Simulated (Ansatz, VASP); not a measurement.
**One calculation of LiH, two programs**

```xyz
10
Lattice="2.8151 0.0000 0.0000 -1.4076 2.4380 0.0000 0.0000 0.0000 11.8543" Properties=species:S:1:pos:R:3 pbc="T T T"
Li    0.0000    0.0000    9.3972
Li    0.0000    0.0000    0.0000
Li    0.0000    0.0000    2.4571
Li    0.0000    1.6253    4.7702
Li    1.4076    0.8127    7.0842
H     0.0000    1.6253    8.2469
H     1.4076    0.8127   10.6299
H     0.0000    1.6253    1.2245
H     1.4076    0.8127    3.6074
H     0.0000    0.0000    5.9272
```

Alike in both runs: task relaxation of cell and atoms; functional PBE; k mesh 12 × 12 × 2; occupations gaussian, width 0.02 eV; no spin polarisation.

```csv
,VASP,Ansatz
version,VASP 6.6.1,Ansatz 0.2.0
potentials or method,"VASP PAW PBE potentials, release 64 (Li_sv, H), cutoff 750 eV","scalar-relativistic, plane waves, PAW"
valence electrons in the cell,20,20
```

|  | VASP | Ansatz | Ansatz less VASP |
| --- | --- | --- | --- |
| gap on the k mesh at the Fermi level, each at its own relaxed structure (eV) | 3.46 | 3.46 | -0.001 |
| relaxed volume (Å³/atom) | 8.07 | 8.11 | +0.040 |
| relaxed cell length with the largest relative difference (Å) | 11.821 | 11.842 | +0.0208 |
